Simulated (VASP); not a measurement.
# CO2 (P4_2/mnm) in VASP: further runs

The runs below take CO2 through single point, with PBE, r2SCAN.

Program: VASP 6.6.1. These are calculated values, not measurements. Logs are shortened: lines on timing, memory, paths and dates and some standing lists are left out, and cuts for length are marked.

### Step 1. The cell of the first run

The structure is tetragonal, space group P4_2/mnm (No. 136). Conventional cell: a = 4.004 Å, b = 4.004 Å, c = 4.441 Å, α = 90.00°, β = 90.00°, γ = 90.00°. Within 1.5 Å of C (site symmetry mmm) lie 2 O at 1.11 Å. O (site symmetry m2m) has 1 C at 1.11 Å within 1.5 Å.

### Step 2. Single point, PBE

The input, INCAR:

```
PREC = Accurate ; ENCUT = 520
EDIFF = 1E-6 ; ISMEAR = 0
SIGMA = 0.05 ; LREAL = False
LASPH = True ; NELM = 80
ALGO = Normal ; ISIF = 2
LWAVE = False ; LCHARG = False
GGA = PE ; NBANDS = 25
```

The input, KPOINTS:

```
Automatic mesh
0
Gamma
  6 6 6
```

The input, POSCAR:

```
CO2
1.0
    4.0043044078      0.0000000000      0.0000000000
    0.0000000000      4.0043044078      0.0000000000
    0.0000000000      0.0000000000      4.4405771304
C O
2 4
Direct
    0.5000000000      0.5000000000      0.5000000000
    0.0000000000      0.0000000000      0.0000000000
    0.3048268600      0.6951731400      0.5000000000
    0.6951731400      0.3048268600      0.5000000000
    0.1951731400      0.1951731400      0.0000000000
    0.8048268600      0.8048268600      0.0000000000
```

Potentials or basis: VASP PAW PBE potentials, release 64 (C, O).

On the command line:

```sh
cat potpaw_PBE.64/C/POTCAR potpaw_PBE.64/O/POTCAR > POTCAR
mpirun -np 1 vasp_std > vasp.out
```

OUTCAR:

```text
PREC = Accurate
   ENCUT = 520
   EDIFF = 1E-6
   ISMEAR = 0
   LREAL = False
   LASPH = True
   NELM = 80
   ISIF = 2
   GGA = PE

 ion  position               nearest neighbor table
   1  0.500  0.500  0.500-   3 1.11   4 1.11
   2  0.000  0.000  0.000-   5 1.11   6 1.11
   3  0.305  0.695  0.500-   1 1.11
   4  0.695  0.305  0.500-   1 1.11
   5  0.195  0.195  0.000-   2 1.11
   6  0.805  0.805  0.000-   2 1.11

  LATTYP: Found a simple tetragonal cell.
 ALAT       =     4.0043044078
 C/A-ratio  =     1.1089509383

  Lattice vectors:

 A1 = (   4.0043044078,   0.0000000000,   0.0000000000)
 A2 = (   0.0000000000,   4.0043044078,   0.0000000000)
 A3 = (   0.0000000000,   0.0000000000,   4.4405771304)

Analysis of symmetry for initial positions (statically):
=====================================================================
 Subroutine PRICEL returns:
 Original cell was already a primitive cell.

 Routine SETGRP: Setting up the symmetry group for a
 simple tetragonal supercell.

 Subroutine GETGRP returns: Found 16 space group operations
 (whereof  8 operations were pure point group operations)
 out of a pool of 16 trial point group operations.

The static configuration has the point symmetry D_2h.
 The point group associated with its full space group is D_4h.

Analysis of symmetry for dynamics (positions and initial velocities):
=====================================================================
 Subroutine PRICEL returns:
 Original cell was already a primitive cell.

 Routine SETGRP: Setting up the symmetry group for a
 simple tetragonal supercell.

 Subroutine GETGRP returns: Found 16 space group operations
 (whereof  8 operations were pure point group operations)
 out of a pool of 16 trial point group operations.

The dynamic configuration has the point symmetry D_2h.
 The point group associated with its full space group is D_4h.

 Subroutine INISYM returns: Found 16 space group operations
 (whereof  8 operations are pure point group operations),
 and found     1 'primitive' translations

----------------------------------------------------------------------------------------

                                     Primitive cell

  volume of cell :      71.2022

  direct lattice vectors                    reciprocal lattice vectors
     4.004304408  0.000000000  0.000000000     0.249731264  0.000000000  0.000000000
     0.000000000  4.004304408  0.000000000     0.000000000  0.249731264  0.000000000
     0.000000000  0.000000000  4.440577130     0.000000000  0.000000000  0.225195953

  length of vectors
     4.004304408  4.004304408  4.440577130     0.249731264  0.249731264  0.225195953

  position of ions in fractional coordinates (direct lattice)
     0.500000000  0.500000000  0.500000000
     0.000000000  0.000000000  0.000000000
     0.304826860  0.695173140  0.500000000
     0.695173140  0.304826860  0.500000000
     0.195173140  0.195173140  0.000000000
     0.804826860  0.804826860  0.000000000

  ion indices of the primitive-cell ions
   primitive index   ion index
                 1           1
                 2           2
                 3           3
                 4           4
                 5           5
                 6           6

----------------------------------------------------------------------------------------

 KPOINTS: Automatic mesh

Automatic generation of k-mesh.
 Grid dimensions read from file:
 generate k-points for:    6    6    6

 Generating k-lattice:

  Cartesian coordinates                     Fractional coordinates (reciprocal lattice)
     0.041621877  0.000000000  0.000000000     0.166666667  0.000000000  0.000000000
     0.000000000  0.041621877  0.000000000     0.000000000  0.166666667  0.000000000
     0.000000000  0.000000000  0.037532659     0.000000000  0.000000000  0.166666667

  Length of vectors
     0.041621877  0.041621877  0.037532659

  Shift w.r.t. Gamma in fractional coordinates (k-lattice)
     0.000000000  0.000000000  0.000000000

 Subroutine IBZKPT returns following result:
 ===========================================

 Found     40 irreducible k-points:

 Following reciprocal coordinates:
            Coordinates               Weight
  0.000000  0.000000  0.000000      1.000000
  0.166667  0.000000  0.000000      4.000000
  0.333333  0.000000  0.000000      4.000000
  0.500000  0.000000  0.000000      2.000000
  0.166667  0.166667  0.000000      4.000000
  0.333333  0.166667  0.000000      8.000000
[... 16 lines left out ...]
  0.333333  0.000000  0.333333      8.000000
  0.500000  0.000000  0.333333      4.000000
 [... further k-points ...]
   k-points           NKPTS =     40   k-points in BZ     NKDIM =     40   number of bands    NBANDS=     25
   number of dos      NEDOS =    301   number of ions     NIONS =      6
   total plane-waves  NPLWV =  32400
   dimension x,y,z NGX =    30 NGY =   30 NGZ =   36
   dimension x,y,z NGXF=    60 NGYF=   60 NGZF=   72
   ions per type =               2   4
   NGX,Y,Z   is equivalent  to a cutoff of  12.46, 12.46, 13.48 a.u.
   NGXF,Y,Z  is equivalent  to a cutoff of  24.91, 24.91, 26.96 a.u.
 SYSTEM =  unknown system
   PREC   = accura    normal or accurate (medium, high low for compatibility)
   ISTART =      0    job   : 0-new  1-cont  2-samecut
   ICHARG =      2    charge: 1-file 2-atom 10-const
   ISPIN  =      1    spin polarized calculation?
   LNONCOLLINEAR =      F non collinear calculations
   LSORBIT =      F    spin-orbit coupling
   LASPH  =      T    aspherical Exc in radial PAW
   ENCUT  =  520.0 eV  38.22 Ry    6.18 a.u.   7.45  7.45  8.26*2*pi/ulx,y,z
   NELM   =     80;   NELMIN=  2; NELMDL= -5     # of ELM steps
   EDIFF  = 0.1E-05   stopping-criterion for ELM
   LREAL  =      F    real-space projection
   EDIFFG = 0.1E-04   stopping-criterion for IOM
   NSW    =      0    number of steps for IOM
   IBRION =     -1    ionic relax: 0-MD 1-quasi-New 2-CG
   NFREE  =      0    steps in history (QN), initial steepest desc. (CG)
   ISIF   =      2    stress and relaxation
   ISYM   =      2    0-nonsym 1-usesym 2-fastsym
   POTIM  = 0.5000    time-step for ionic-motion
   TEBEG  =    0.0;   TEEND  =   0.0 temperature during run
   PSTRESS=    0.0 pullay stress
   NELECT =      32.0000    total number of electrons
   NUPDOWN=      -1.0000    fix difference up-down
   EMIN   =  10.00;   EMAX   =-10.00  energy-range for DOS
   EFERMI =   0.00;   METHOD = LEGACY
   ISMEAR =     0;   SIGMA  =   0.05  broadening in eV -4-tet -1-fermi 0-gaus
   EFERMI_NEDOS =   21; number of points for ismear=-14 and -15
   IALGO  =     38    algorithm
   IMIX   =      4    mixing-type and parameters
     AMIX     =   0.40;   BMIX     =  1.00
     AMIX_MAG =   1.60;   BMIX_MAG =  1.00
  volume/ion in A,a.u.               =      11.87        80.08
  Fermi-wavevector in a.u.,A,eV,Ry     =   1.253989  2.369695 21.394994  1.572488
  Thomas-Fermi vector in A             =   2.387815
   LORBIT       =      0    0 simple, 1 ext, 2 COOP (PROOUT), +10 PAW based schemes
   GGA     = PE    functional components
   LHFCALC =     F    Hartree Fock is set to
   AEXX    =    0.0000 exact exchange contribution
   IVDW    =     0    specifies the selected vdW correction
   LEPSILON=     F    determine dielectric tensor
   LRPA    =     F    only Hartree local field effects (RPA)
 non-spin polarized calculation
 Gauss-broadening in eV      SIGMA  =   0.05
  energy-cutoff  :      520.00
  volume of cell :       71.20
 maximum number of plane-waves:      1952
 NGX is ok and might be reduce to    30
   NGX = 15   NGY = 15   NGZ = 17

 number of electron      31.9999999 magnetization

 Free energy of the ion-electron system (eV)
  ---------------------------------------------------
  ext. energy  EPLUGINS =         0.00000000
  ---------------------------------------------------
  free energy    TOTEN  =       -44.59994625 eV

  energy without entropy =      -44.59994625  energy(sigma->0) =      -44.59994625

 E-fermi :  -1.8286     XC(G=0):  -8.8019

 val. band max:       -2.1598064014   @ k =   0.5000   0.5000   0.5000
 cond. band min:       5.1968395451   @ k =   0.0000   0.0000   0.0000
 fundamental gap:      7.3566459464
 Fermi energy:        -1.8285865780

 k-point     1 :       0.0000    0.0000    0.0000
  band No.  band energies     occupation
      1     -23.9598      2.00000
      2     -23.5299      2.00000
      3     -22.6690      2.00000
      4     -22.6690      2.00000
      5      -7.8976      2.00000
      6      -7.6390      2.00000
[... 17 lines left out ...]
     24      14.5769      0.00000
     25      14.9863      0.00000

 k-point     2 :       0.1667    0.0000    0.0000
  band No.  band energies     occupation
      1     -23.9219      2.00000
      2     -23.5446      2.00000
      3     -22.6823      2.00000
      4     -22.6770      2.00000
      5      -7.7915      2.00000
      6      -7.5785      2.00000
[... 17 lines left out ...]
     24      14.4831      0.00000
     25      14.6521      0.00000

 k-point     3 :       0.3333    0.0000    0.0000
  band No.  band energies     occupation
      1     -23.8222      2.00000
      2     -23.5984      2.00000
      3     -22.7058      2.00000
      4     -22.6963      2.00000
      5      -7.6171      2.00000
      6      -7.4945      2.00000
[... 17 lines left out ...]
     24      13.6095      0.00000
     25      14.3175      0.00000

 k-point     4 :       0.5000    0.0000    0.0000
  band No.  band energies     occupation
      1     -23.6989      2.00000
      2     -23.6989      2.00000
      3     -22.7117      2.00000
      4     -22.7117      2.00000
      5      -7.6246      2.00000
      6      -7.6246      2.00000
[... 17 lines left out ...]
     24      12.1556      0.00000
     25      14.3452      0.00000
[... 477 lines left out ...]
 k-point    22 :       0.1667    0.0000    0.3333
  band No.  band energies     occupation
      1     -23.8259      2.00000
      2     -23.6369      2.00000
      3     -22.6823      2.00000
      4     -22.6792      2.00000
      5      -8.0748      2.00000
      6      -7.7847      2.00000
[... 17 lines left out ...]
     24      14.7616      0.00000
     25      14.8193      0.00000

 k-point    23 :       0.3333    0.0000    0.3333
  band No.  band energies     occupation
      1     -23.7581      2.00000
      2     -23.6450      2.00000
      3     -22.7111      2.00000
      4     -22.7054      2.00000
      5      -7.9666      2.00000
      6      -7.8609      2.00000
[... 17 lines left out ...]
     24      13.4388      0.00000
     25      14.1152      0.00000

 k-point    24 :       0.5000    0.0000    0.3333
  band No.  band energies     occupation
      1     -23.6862      2.00000
      2     -23.6862      2.00000
      3     -22.7224      2.00000
      4     -22.7224      2.00000
      5      -7.8960      2.00000
      6      -7.8960      2.00000
[... 17 lines left out ...]
     24      12.0858      0.00000
     25      14.1145      0.00000

 [... further k-points ...]
[... 5 lines left out ...]
  --------------------------------------------------------------------------------------
  -------------------------------------------------------------------------------------
  Total       21.5211303     21.5211303      1.8871841     -0.0000000      0.0000000      0.0000000
  in kB      484.2638727    484.2638727     42.4650131     -0.0000000      0.0000000      0.0000000
  external PRESSURE =     336.9975862 kB  Pullay stress =       0.0000000 kB

 VOLUME and BASIS-vectors are now :
 -----------------------------------------------------------------------------
  energy-cutoff  :      520.00
  volume of cell :       71.20
      direct lattice vectors                 reciprocal lattice vectors
     4.004304408  0.000000000  0.000000000     0.249731264  0.000000000  0.000000000
     0.000000000  4.004304408  0.000000000     0.000000000  0.249731264  0.000000000
     0.000000000  0.000000000  4.440577130     0.000000000  0.000000000  0.225195953

 POSITION                                       TOTAL-FORCE (eV/Angst)
 -----------------------------------------------------------------------------------
      2.00215      2.00215      2.22029         0.000000     -0.000000      0.000000
      0.00000      0.00000      0.00000         0.000000     -0.000000      0.000000
      1.22062      2.78368      2.22029        -6.288203      6.288203      0.000000
      2.78368      1.22062      2.22029         6.288203     -6.288203     -0.000000
      0.78153      0.78153      0.00000         6.288203      6.288203      0.000000
      3.22277      3.22277      0.00000        -6.288203     -6.288203     -0.000000
 -----------------------------------------------------------------------------------
    total drift:                               -0.000000      0.000000      0.000000

  FREE ENERGIE OF THE ION-ELECTRON SYSTEM (eV)
  ---------------------------------------------------
  free  energy   TOTEN  =       -44.5999462482 eV

  energy  without entropy=      -44.5999462482  energy(sigma->0) =      -44.59994625
```

Run time: 68 s. Hardware: 1 thread of Intel Xeon Platinum 8488C (Sapphire Rapids), shared host; peak memory 0.2 GiB.

What came out:

- Free energy: -44.5999 eV
- Pressure: 33.7 GPa
- Largest force: 8.893 eV/Å
- Band gap on the k mesh: 7.36 eV, indirect (least direct gap 7.97 eV)

Forces on the atoms (eV/Å):
```
C    0.000  0.000  0.000
C    0.000  0.000  0.000
O   -6.288  6.288  0.000
O    6.288 -6.288  0.000
O    6.288  6.288  0.000
O   -6.288 -6.288  0.000
```

Caveat: forces of over 1 eV/Å act on the atoms, so gaps and moduli don't describe the material at rest.

### Step 3. Single point, PBE

This run uses another cell than the first one, of 13.96 Å³/atom, 1.176 times its volume.

The input, INCAR:

```
ALGO = Normal
EDIFF = 1E-6
ENCUT = 520
GGA = PE
ISIF = 2
ISMEAR = 0
LASPH = T
LCHARG = F
LREAL = F
LWAVE = F
NBANDS = 25
NELM = 100
PREC = Accurate
SIGMA = 0.05
```

The input, KPOINTS:

```
k-points
0
Gamma
  6 6 6
```

Changes to POSCAR since step 2:

```diff
@@ -2,5 +2,5 @@
 1.0
-    4.0043044078      0.0000000000      0.0000000000
-    0.0000000000      4.0043044078      0.0000000000
-    0.0000000000      0.0000000000      4.4405771304
+    4.2272127900      0.0000000000      0.0000000000
+    0.0000000000      4.2272127900      0.0000000000
+    0.0000000000      0.0000000000      4.6877715900
 C O
```

Potentials or basis: VASP PAW PBE potentials, release 64 (C, O).

On the command line:

```sh
cat potpaw_PBE.64/C/POTCAR potpaw_PBE.64/O/POTCAR > POTCAR
mpirun -np 1 vasp_std > vasp.out
```

OUTCAR:

```text
EDIFF = 1E-6
   ENCUT = 520
   GGA = PE
   ISIF = 2
   ISMEAR = 0
   LASPH = T
   LREAL = F
   NELM = 100
   PREC = Accurate

 ion  position               nearest neighbor table
   1  0.500  0.500  0.500-   3 1.17   4 1.17
   2  0.000  0.000  0.000-   5 1.17   6 1.17
   3  0.305  0.695  0.500-   1 1.17
   4  0.695  0.305  0.500-   1 1.17
   5  0.195  0.195  0.000-   2 1.17
   6  0.805  0.805  0.000-   2 1.17

[... 880 lines left out ...]
  --------------------------------------------------------------------------------------
  -------------------------------------------------------------------------------------
  Total        2.7468280      2.7468280      0.8987725      0.0000000      0.0000000      0.0000000
  in kB       52.5372559     52.5372559     17.1903888      0.0000000      0.0000000      0.0000000
  external PRESSURE =      40.7549669 kB  Pullay stress =       0.0000000 kB

 VOLUME and BASIS-vectors are now :
 -----------------------------------------------------------------------------
  energy-cutoff  :      520.00
  volume of cell :       83.77
      direct lattice vectors                 reciprocal lattice vectors
     4.227212790  0.000000000  0.000000000     0.236562494  0.000000000  0.000000000
     0.000000000  4.227212790  0.000000000     0.000000000  0.236562494  0.000000000
     0.000000000  0.000000000  4.687771590     0.000000000  0.000000000  0.213320974

 POSITION                                       TOTAL-FORCE (eV/Angst)
 -----------------------------------------------------------------------------------
      2.11361      2.11361      2.34389        -0.000000      0.000000     -0.000000
      0.00000      0.00000      0.00000        -0.000000      0.000000     -0.000000
      1.28857      2.93864      2.34389        -0.551954      0.551954     -0.000000
      2.93864      1.28857      2.34389         0.551954     -0.551954     -0.000000
      0.82504      0.82504      0.00000         0.551954      0.551954     -0.000000
      3.40217      3.40217      0.00000        -0.551954     -0.551954      0.000000
 -----------------------------------------------------------------------------------
    total drift:                                0.000000      0.000000     -0.000000

  FREE ENERGIE OF THE ION-ELECTRON SYSTEM (eV)
  ---------------------------------------------------
  free  energy   TOTEN  =       -45.9703708849 eV

  energy  without entropy=      -45.9703708849  energy(sigma->0) =      -45.97037088
```

stdout:

```text
POSCAR found type information on POSCAR C O
 POSCAR found :  2 types and       6 ions
 scaLAPACK will be used
 LDA part: xc-table for (Slater+PW92), standard interpolation
 POSCAR, INCAR and KPOINTS ok, starting setup
 FFT: planning ... GRIDC
 FFT: planning ... GRID_SOFT
 FFT: planning ... GRID
 WAVECAR not read
 entering main loop
```

It took 52 s on 1 thread of Intel Xeon Platinum 8488C (Sapphire Rapids), shared host; peak memory 0.21 GiB.

Results:

```
Free energy            : -45.9704 eV
Pressure               : 4.1 GPa
Largest force          : 0.781 eV/Å
Band gap on the k mesh : 6.57 eV, indirect (least direct gap 7.04 eV)
```

Forces in eV/Å, atoms in the order of the input:
```
C    0.000  0.000  0.000
C    0.000  0.000  0.000
O   -0.552  0.552  0.000
O    0.552 -0.552  0.000
O    0.552  0.552  0.000
O   -0.552 -0.552  0.000
```

(Part 1 of 2 ends here.)
